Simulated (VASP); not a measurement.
**Cd: single point with r2SCAN**

Crystal: Cd.

```
Cd
1.0
     0.00000    2.32906    2.10724
     2.32906    0.00000    2.10724
     2.32906    2.32906    0.00000
Cd
1
Direct
  0.00000 0.00000 0.00000
```

This cell differs from its parent crystal: strain +0.050 along x and y, -0.050 along z.

```json
{
 "Program": "VASP 6.6.1",
 "Task": "single point",
 "Functional": "r2SCAN",
 "Potentials or basis": "VASP PAW PBE potentials, release 64 (Cd)",
 "Cutoff": "520 eV",
 "k mesh": "18 × 18 × 18",
 "Occupations": "gaussian, width 0.15 eV",
 "Spin": "no spin polarisation",
 "Dipole correction": "no",
 "Further INCAR settings": "ALGO = Normal; EDIFF = 1e-07; NBANDS = 12"
}
```

- Pressure: -1.9 GPa
- Band gap on the k mesh: zero (bands 6 and 7 overlap by 3.36 eV)

Stress tensor (GPa, compression positive):
```
-2.65  0.00  0.00
 0.00 -2.65  0.00
 0.00  0.00 -0.38
```

Levels at points of the mesh, in eV from the Fermi level:
| k point | band 2 | band 3 | band 4 | band 5 | band 6 | band 7 | band 8 | band 9 | band 10 | band 11 |
| --- | --- | --- | --- | --- | --- | --- | --- | --- | --- | --- |
| (0.00, 0.00, 0.00) | -9.61 | -9.33 | -9.25 | -9.00 | -8.85 | 14.34 | 15.19 | 15.29 | 15.29 | 18.33 |
| (0.50, 0.00, 0.00) | -9.65 | -9.39 | -8.83 | -8.70 | -2.27 | -1.43 | 11.64 | 12.25 | 15.25 | 15.59 |
| (0.50, 0.50, 0.00) | -10.05 | -8.77 | -8.66 | -8.66 | 0.17 | 2.77 | 5.88 | 5.88 | 10.00 | 10.05 |
| (0.50, 0.00, 0.50) | -10.03 | -8.80 | -8.77 | -8.60 | -1.25 | 0.64 | 7.39 | 7.73 | 11.51 | 11.95 |

It took 2.3 min on 1 thread of Intel(R) Xeon(R) 6975P-C (Granite Rapids), with other jobs on the host, peak memory 0.25 GiB.

Caveat: the cell differs from its parent crystal (strain +0.050 along x and y, -0.050 along z); the PAW data sets were made with another functional, which shifts forces and pressure a little.
